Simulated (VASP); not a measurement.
# Cs (P6_3/mmc) in VASP: a series of runs, part 2 of 2

VASP 6.6.1. Earlier steps stand in the parts before.

### 4 Relaxation of shape and atoms at fixed volume, PBE (120.15 Å³/atom)

This run uses another cell than the first one, of 120.15 Å³/atom.

Contents of INCAR:

```
  PREC = Accurate
  ENCUT = 600
  EDIFF = 1E-6
  ISMEAR = 0
  SIGMA = 0.1
  LREAL = False
  LASPH = True
  NELM = 100
  ALGO = Fast
  ISIF = 4
  LWAVE = False
  LCHARG = False
  GGA = PE
  IBRION = 2
  NSW = 50
  EDIFFG = -0.01
```

Contents of KPOINTS:

```
Automatic mesh
0
Gamma
  9 9 6
```

Contents of POSCAR:

```
Cs
1.0
    5.5137222767      0.0000000000      0.0000000000
   -2.7568611383      4.7750235610      0.0000000000
    0.0000000000      0.0000000000      9.1272806764
Cs
2
Direct
    0.3333333333      0.6666666667      0.2500000000
    0.6666666667      0.3333333333      0.7500000000
```

Potentials or basis: VASP PAW PBE potentials, release 64 (Cs_sv).

Command:

```bash
cat potpaw_PBE.64/Cs_sv/POTCAR > POTCAR
mpirun -np 1 vasp_std > vasp.out
```

OUTCAR:

```text
PREC = Accurate
   ENCUT = 600
   EDIFF = 1E-6
   ISMEAR = 0
   LREAL = False
   LASPH = True
   NELM = 100
   ISIF = 4
   GGA = PE
   IBRION = 2
   NSW = 50
   EDIFFG = -0.01

 ion  position               nearest neighbor table
   1  0.333  0.667  0.250-
   2  0.667  0.333  0.750-

  LATTYP: Found a hexagonal cell.
 ALAT       =     5.5137222767
 C/A-ratio  =     1.6553754829

  Lattice vectors:

 A1 = (   5.5137222767,   0.0000000000,   0.0000000000)
 A2 = (  -2.7568611383,   4.7750235610,   0.0000000000)
 A3 = (   0.0000000000,   0.0000000000,   9.1272806764)

Analysis of symmetry for initial positions (statically):
=====================================================================
 Subroutine PRICEL returns:
 Original cell was already a primitive cell.

 Routine SETGRP: Setting up the symmetry group for a
 hexagonal supercell.

 Subroutine GETGRP returns: Found 24 space group operations
 (whereof 12 operations were pure point group operations)
 out of a pool of 24 trial point group operations.

The static configuration has the point symmetry D_3d.
 The point group associated with its full space group is D_6h.

Analysis of symmetry for dynamics (positions and initial velocities):
=====================================================================
 Subroutine PRICEL returns:
 Original cell was already a primitive cell.

 Routine SETGRP: Setting up the symmetry group for a
 hexagonal supercell.

 Subroutine GETGRP returns: Found 24 space group operations
 (whereof 12 operations were pure point group operations)
 out of a pool of 24 trial point group operations.

The dynamic configuration has the point symmetry D_3d.
 The point group associated with its full space group is D_6h.

 Subroutine INISYM returns: Found 24 space group operations
 (whereof 12 operations are pure point group operations),
 and found     1 'primitive' translations
[... 123 lines left out ...]
   IVDW    =     0    specifies the selected vdW correction
   LEPSILON=     F    determine dielectric tensor
   LRPA    =     F    only Hartree local field effects (RPA)
 conjugate gradient relaxation of ions
 non-spin polarized calculation
 RMM-DIIS sequential band-by-band and
 Gauss-broadening in eV      SIGMA  =   0.10
  energy-cutoff  :      600.00
  volume of cell :      240.30
 maximum number of plane-waves:      8051
 NGX is ok and might be reduce to    48
   NGX = 21   NGY = 21   NGZ = 37

 number of electron      18.0000002 magnetization

 Free energy of the ion-electron system (eV)
  ---------------------------------------------------
  ext. energy  EPLUGINS =         0.00000000
  ---------------------------------------------------
  free energy    TOTEN  =        -1.70899061 eV

  energy without entropy =       -1.69549413  energy(sigma->0) =       -1.70224237

 E-fermi :   0.3605     XC(G=0):  -5.2973

 val. band max:        0.3582297557   @ k =   0.3333   0.1111   0.5000
 cond. band min:       0.3748077752   @ k =   0.1111   0.1111   0.1667
 fundamental gap:      0.0165780195
 Fermi energy:         0.3605054605

 k-point     1 :       0.0000    0.0000    0.0000
  band No.  band energies     occupation
      1     -23.5312      2.00000
      2     -23.5267      2.00000
      3     -10.3952      2.00000
      4     -10.2958      2.00000
      5     -10.2958      2.00000
      6     -10.2828      2.00000
      7     -10.2809      2.00000
      8     -10.2809      2.00000
      9      -1.2878      2.00000
     10       0.3024      1.58873
     11       1.0372      0.00000
     12       2.7013      0.00000
     13       2.7282      0.00000
[... 354 lines left out ...]
  band No.  band energies     occupation
      1     -23.5250      2.00000
      2     -23.5250      2.00000
      3     -10.3667      2.00000
      4     -10.3604      2.00000
      5     -10.3604      2.00000
      6     -10.3388      2.00000
      7     -10.3179      2.00000
      8     -10.3179      2.00000
      9       0.9842      0.00000
     10       0.9843      0.00000
     11       1.0132      0.00000
     12       1.3022      0.00000
     13       1.8521      0.00000

 [... further k-points ...]

------------------------ aborting loop because EDIFF is reached ----------------------------------------

  FORCE on cell =-STRESS in cart. coord.  units (eV):
  Direction    XX          YY          ZZ          XY          YZ          ZX
  --------------------------------------------------------------------------------------
  -------------------------------------------------------------------------------------
  Total       -0.0710643     -0.0710643     -0.0795019     -0.0000000      0.0000000      0.0000000
  in kB       -0.4738059     -0.4738059     -0.5300615     -0.0000000      0.0000000      0.0000000
  external PRESSURE =      -0.4925578 kB  Pullay stress =       0.0000000 kB

 VOLUME and BASIS-vectors are now :
 -----------------------------------------------------------------------------
  energy-cutoff  :      600.00
  volume of cell :      240.30
      direct lattice vectors                 reciprocal lattice vectors
     5.513722277  0.000000000  0.000000000     0.181365682  0.104711525  0.000000000
    -2.756861138  4.775023561  0.000000000     0.000000000  0.209423050  0.000000000
     0.000000000  0.000000000  9.127280676     0.000000000  0.000000000  0.109561658

 POSITION                                       TOTAL-FORCE (eV/Angst)
 -----------------------------------------------------------------------------------
     -0.00000      3.18335      2.28182        -0.000000      0.000000      0.000000
      2.75686      1.59167      6.84546         0.000000     -0.000000      0.000000
 -----------------------------------------------------------------------------------
    total drift:                               -0.000000      0.000000     -0.000000

  FREE ENERGIE OF THE ION-ELECTRON SYSTEM (eV)
  ---------------------------------------------------
  free  energy   TOTEN  =        -1.7089906114 eV

  energy  without entropy=       -1.6954941322  energy(sigma->0) =       -1.70224237

 reached required accuracy - stopping structural energy minimisation
```

CONTCAR:

```text
Cs
   1.00000000000000
     5.5137222767000003    0.0000000000000000    0.0000000000000000
    -2.7568611383000001    4.7750235610000002    0.0000000000000000
     0.0000000000000000    0.0000000000000000    9.1272806763999998
  Cs
     2
Direct
     0.3333333332999970    0.6666666667000030    0.2500000000000000
     0.6666666667000030    0.3333333332999970    0.7500000000000000

  0.00000000E+00  0.00000000E+00  0.00000000E+00
  0.00000000E+00  0.00000000E+00  0.00000000E+00
```

Run time: 5.9 min. Hardware: 1 thread of Intel Xeon 8259CL, shared host; peak memory 0.51 GiB.

Results:

```
Free energy             : -1.7090 eV
Pressure after relaxing : 0.0 GPa
Band gap on the k mesh  : zero (bands 9 and 10 overlap by 1.86 eV)
```

Final structure:
```
Cs
1.0
     5.51372    0.00000    0.00000
    -2.75686    4.77502    0.00000
     0.00000    0.00000    9.12728
Cs
2
Direct
  0.33333 0.66667 0.25000
  0.66667 0.33333 0.75000
```

Levels at points of the mesh, in eV from the Fermi level:
```
           k point  band 6  band 7  band 8  band 9  band 10  band 11  band 12  band 13
(0.00, 0.00, 0.00)  -10.64  -10.64  -10.64   -1.65    -0.06     0.68     2.34     2.37
(0.00, 0.00, 0.50)  -10.65  -10.65  -10.65   -1.07    -1.07     1.58     1.58     2.38
```

Caveat: spin-orbit coupling is left out, which moves the levels of the heavy elements.

### 5 Summary

```csv
cell,gap on the mesh (eV),pressure (GPa),relaxed volume (Å³/atom)
"relaxed from a = 5.291, b = 5.291, c = 8.758 Å, angles 90.0, 90.0, 120.0°, 2 atoms",none,0.2,106.15
"relaxed from a = 5.405, b = 5.405, c = 8.946 Å, angles 90.0, 90.0, 120.0°, 2 atoms",none,0.1,113.15
"relaxed from a = 5.514, b = 5.514, c = 9.127 Å, angles 90.0, 90.0, 120.0°, 2 atoms",none,0.0,120.15
```

Alike in all rows: task relaxation of shape and atoms at fixed volume; level PBE; potentials or basis VASP PAW PBE potentials, release 64 (Cs_sv); no spin polarisation; k mesh 9 × 9 × 6; cutoff (eV) 600; smearing gaussian 0.1 eV.

Caveats: spin-orbit coupling is left out, which moves the levels of the heavy elements.

Total energies depend on the potentials used, so only differences within one code and one set of settings carry meaning.

The gap in the log of VASP goes by the Fermi energy; the results here count the filled bands.